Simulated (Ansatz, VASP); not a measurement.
**One calculation of TlPtN, two programs**

```
CELL_PARAMETERS angstrom
4.15504 0.00000 0.00000
0.00000 4.15504 0.00000
0.00000 0.00000 7.72085
ATOMIC_POSITIONS crystal
Tl 0.00000 0.00000 0.79615
Tl 0.00000 0.00000 0.20385
Pt 0.50000 0.50000 0.16701
Pt 0.50000 0.50000 0.83299
N 0.50000 0.50000 0.42620
N 0.50000 0.50000 0.57380
```

Alike in both runs: functional PBE; k mesh 8 × 8 × 4; occupations gaussian, width 0.1 eV; no spin polarisation.

Ansatz relaxed the structure, and its values are those at the end. VASP's run is a single point on that final structure, the one shown.

|  | VASP | Ansatz |
| --- | --- | --- |
| version | VASP 6.6.1 | Ansatz 0.2.0 |
| potentials or method | VASP PAW PBE potentials, release 64 (Tl_d, Pt, N), cutoff 520 eV | scalar-relativistic, plane waves, PAW |
| valence electrons in the cell | 56 | 72 |

Ansatz gave:

- gap on the k mesh at the Fermi level (eV): none
- pressure (GPa): 0.0
- rms of the force components (eV/Å): 0.000

Task: Estimate VASP's values.

Result: gap on the k mesh at the Fermi level (eV): none; pressure (GPa): 0.2; rms of the force components (eV/Å): 0.314.

A gap of «none» marks a metal or a gap that the smearing closes. One of these differences is far larger than is usual between the two programs; its cause wasn't traced. VASP's potentials hold 56 valence electrons a cell and Ansatz's 72, so a difference there can come from the potentials and not from the codes.

Spin-orbit coupling is off throughout. Noted on VASP's run: the standard files for N, O and F lose accuracy on very short bonds.
